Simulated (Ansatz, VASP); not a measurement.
**One calculation of CO2, two programs**

```xyz
6
Lattice="2.3339 -0.0002 -0.0067 -0.0002 2.3339 -0.0024 -0.0301 -0.0112 10.6162" Properties=species:S:1:pos:R:3 pbc="T T T"
C     0.0085   -0.0514   -0.0014
C     1.1433    1.2127    5.3050
O     2.3447    1.1162    0.8159
O    -0.0213    1.2136    6.1335
O     1.1410    0.0448    4.4810
O     1.1429    2.2703    9.7839
```

Change from the starting cell: tetragonal zirconia type (P4_2/nmc, No. 137); cell x1, atoms moved at random (sigma 0.15 Å) and cell strained at random (1.5 %), then relaxed without symmetry.

Alike in both runs: functional PBE; k mesh 8 × 8 × 2; occupations gaussian, width 0.1 eV; no spin polarisation.

Ansatz relaxed the structure, and its values are those at the end. VASP's run is a single point on that final structure, the one shown.

|  | VASP | Ansatz |
| --- | --- | --- |
| version | VASP 6.6.1 | Ansatz 0.2.0 |
| potentials or method | VASP PAW PBE potentials, release 64 (C, O), cutoff 520 eV | scalar-relativistic, plane waves, PAW |
| valence electrons in the cell | 32 | 32 |

VASP gave:

| Property | Result |
| --- | --- |
| gap on the k mesh at the Fermi level (eV) | 3.89 |
| least direct gap on the mesh (eV) | 4.30 |
| pressure (GPa) | 1.4 |
| rms of the force components (eV/Å) | 0.065 |

**Question.** Estimate Ansatz's values.

**Answer.** gap on the k mesh at the Fermi level (eV): 3.93; least direct gap on the mesh (eV): 4.34; pressure (GPa): 0.0; rms of the force components (eV/Å): 0.000.

With one functional, cell and mesh, what is left measures potentials, basis and numerics.
